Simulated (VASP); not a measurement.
Wanted: the native input for a VASP 6.6.1 run.

| Item | Value |
| --- | --- |
| Task | single point |
| Functional | r2SCAN |
| Potentials or basis | VASP PAW PBE potentials, release 64 (Ga_d, N_h) |
| Cutoff | 910 eV |
| k mesh | 12 × 12 × 6 |
| Occupations | gaussian, width 0.02 eV |
| Spin | no spin polarisation |
| Dipole correction | no |
| Further INCAR settings | ALGO = Normal; EDIFF = 1e-06; NBANDS = 26 |

Crystal: GaN.

```
CELL_PARAMETERS angstrom
3.16267 0.00000 0.00000
-1.58133 2.73895 0.00000
0.00000 0.00000 5.29283
ATOMIC_POSITIONS crystal
Ga 0.33333 0.66667 0.98839
Ga 0.66667 0.33333 0.48839
N 0.33333 0.66667 0.38661
N 0.66667 0.33333 0.88661
```

This cell differs from its parent crystal: strained.

One way to write it, as run:

POSCAR

```
GaN
1.0
    3.1626686623      0.0000000000      0.0000000000
   -1.5813343312      2.7389514053      0.0000000000
    0.0000000000      0.0000000000      5.2928253000
Ga N
2 2
Direct
    0.3333333333      0.6666666667     -0.0116144019
    0.6666666667      0.3333333333      0.4883855981
    0.3333333333      0.6666666667      0.3866144019
    0.6666666667      0.3333333333      0.8866144019
```

INCAR.step1

```
ALGO     = Normal         # electronic algorithm
EDIFF    = 1E-5           # SCF threshold, eV
ENCUT    = 910            # plane-wave cutoff, eV
GGA      = PE             # functional
GGA_COMPAT= False        
ISMEAR   = 0              # smearing method
LASPH    = True           # aspherical terms in the spheres
LCHARG   = False          # write CHGCAR
LREAL    = False          # projectors in reciprocal space
LWAVE    = True           # write WAVECAR
NBANDS   = 26             # bands
NELM     = 120            # most SCF steps
PREC     = Accurate       # precision mode
SIGMA    = 0.02           # smearing width, eV
```

INCAR.step2

```
ALGO     = Normal         # electronic algorithm
EDIFF    = 1E-6           # SCF threshold, eV
ENCUT    = 910            # plane-wave cutoff, eV
GGA_COMPAT= False        
ISIF     = 2              # what is computed and relaxed
ISMEAR   = 0              # smearing method
ISTART   = 1            
LASPH    = True           # aspherical terms in the spheres
LCHARG   = False          # write CHGCAR
LMIXTAU  = True         
LREAL    = False          # projectors in reciprocal space
LWAVE    = False          # write WAVECAR
METAGGA  = R2SCAN         # meta-GGA
NBANDS   = 26             # bands
NELM     = 120            # most SCF steps
PREC     = Accurate       # precision mode
SIGMA    = 0.02           # smearing width, eV
```

KPOINTS

```
k-points
0
Gamma
  12 12 6
```

Potentials or basis: VASP PAW PBE potentials, release 64 (Ga_d, N_h).

Command:

```sh
$ cat potpaw_PBE.64/Ga_d/POTCAR potpaw_PBE.64/N_h/POTCAR > POTCAR
$ cp INCAR.step1 INCAR
$ mpirun -np 1 vasp_std > vasp.out
$ cp INCAR.step2 INCAR
$ mpirun -np 1 vasp_std > vasp.out
```

Results of the run:

```json
{
  "Pressure": "2.0 GPa",
  "Largest force": "1.099 eV/Å",
  "Band gap on the k mesh": "2.20 eV"
}
```

Caveat: the cell differs from its parent crystal (strained); the cutoff is under 1.25 times the usual one of these potentials, so pressure, stress and relaxed cells hold a basis-set (Pulay) error; the PAW data sets were made with another functional, which shifts forces and pressure a little.

It took 7.7 min on 1 thread of Intel(R) Xeon(R) Platinum 8259CL CPU @ 2.50GHz (Skylake/Cascade Lake) (shared host), peak memory 0.36 GiB.
